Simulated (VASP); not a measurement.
Here is a VASP 6.6.1 calculation.

INCAR

```
  PREC = Accurate
  ENCUT = 600
  EDIFF = 1E-6
  ISMEAR = -1
  SIGMA = 0.1
  LREAL = F
  LASPH = T
  NELM = 100
  ALGO = Normal
  ISIF = 3
  LWAVE = F
  LCHARG = F
  GGA = PS
  IBRION = 2
  NSW = 60
  EDIFFG = -0.005
  PSTRESS = 520.0
```

File KPOINTS:

```
Automatic mesh
0
Gamma
  20 20 20
```

File POSCAR:

```
Li
1.0
   -1.9702990808      1.9702990808      1.0836644944
    1.9702990808     -1.9702990808      1.0836644944
    1.9702990808      1.9702990808     -1.0836644944
Li
2
Direct
   -0.3750000000     -0.1250000000     -0.2500000000
    0.3750000000      0.1250000000      0.2500000000
```

Potentials or basis: VASP PAW PBE potentials, release 64 (Li_sv).

Run with:

```sh
$ cat potpaw_PBE.64/Li_sv/POTCAR > POTCAR
$ mpirun -np 1 vasp_std > vasp.out
```

Task: Estimate the relaxed volume.

Result: 8.10 Å³/atom.

Task: Estimate the band gap on the k mesh.

Result: Zero (bands 3 and 4 overlap by 2.82 eV).

Final structure:
```
Li
1.0
    -1.90050    1.90050    1.12124
     1.90050   -1.90050    1.12124
     1.90050    1.90050   -1.12124
Li
2
Direct
  0.62500 0.87500 0.75000
  0.37500 0.12500 0.25000
```

Caveat: the cutoff is under 1.25 times the usual one of these potentials, so pressure, stress and relaxed cells hold a basis-set (Pulay) error; the cell is relaxed towards a set pressure, so the run minimises the enthalpy, not the energy; the PAW data sets were made with another functional, which shifts forces and pressure a little.
